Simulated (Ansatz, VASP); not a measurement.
## Two plane-wave programs on Mg4O

The input INCAR:

```
PREC = Accurate
ENCUT = 520
EDIFF = 1E-6
ISMEAR = 0
SIGMA = 0.1
LREAL = F
LASPH = T
NELM = 60
ALGO = Normal
ISIF = 2
LWAVE = F
LCHARG = F
LDIPOL = T
IDIPOL = 3
DIPOL = 0.5 0.5 0.322
GGA = CA
NBANDS = 15
```

Contents of KPOINTS:

```
regular mesh
0
Gamma
  8 5 1
```

Contents of POSCAR:

```
Mg4O
1.0
    3.1466128697      0.0000000000      0.0000000000
    0.0000000000      5.0388886589      0.0000000000
    0.0000000000      0.0000000000     20.5846139733
Mg O
4 1
Direct
    0.0000000000      0.7500000000      0.1943198937
    0.5000000000      0.2500000000      0.2384474589
    0.5000000000      0.7500000000      0.3306067122
    0.0000000000      0.2500000000      0.3684603453
    0.2500000000      0.5000000000      0.4767936861
```

Input for Ansatz:

```yaml
crystal:
  lattice:
    - [3.1466128697, 0.0, 0.0]
    - [0.0, 5.0388886589, 0.0]
    - [0.0, 0.0, 20.5846139733]
  atoms:
    - { symbol: Mg, position: [0.0, 0.75, 0.1943198937] }
    - { symbol: Mg, position: [0.5, 0.25, 0.2384474589] }
    - { symbol: Mg, position: [0.5, 0.75, 0.3306067122] }
    - { symbol: Mg, position: [0.0, 0.25, 0.3684603453] }
    - { symbol: O, position: [0.25, 0.5, 0.4767936861] }
basis:
  ecutwfc: 420
kpoints:
  mp_grid: { grid: [8, 5, 1] }
hamiltonian:
  xc: lda
scf:
  occupations: { method: gaussian, width: 0.1 }
output:
  forces: true
  eigenvalues: true
efield:
  axis: 3
  dipole_correction: true
  ramp_width: 0.04
```

Alike in both runs: task single point; functional LDA; k mesh 8 × 5 × 1; occupations gaussian, width 0.1 eV; no spin polarisation.

```csv
,VASP,Ansatz
version,VASP 6.6.1,Ansatz 0.2.0
potentials or method,"VASP PAW LDA potentials, release 64 (Mg, O), cutoff 520 eV","scalar-relativistic, plane waves, PAW"
valence electrons in the cell,14,46
```

|  | VASP | Ansatz | Ansatz less VASP |
| --- | --- | --- | --- |
| gap on the k mesh at the Fermi level (eV) | none | none | - |
| rms of the force components (eV/Å) | 0.911 | 0.912 | +0.0006 |

LDA's correlation is that of Perdew and Zunger in VASP and of Perdew and Wang (1992) in Ansatz. Atom by atom the forces differ by 0.008 eV/Å (rms over components). A gap of «none» marks a metal or a gap that the smearing closes. VASP's potentials hold 14 valence electrons a cell and Ansatz's 46, so a difference there can come from the potentials and not from the codes.
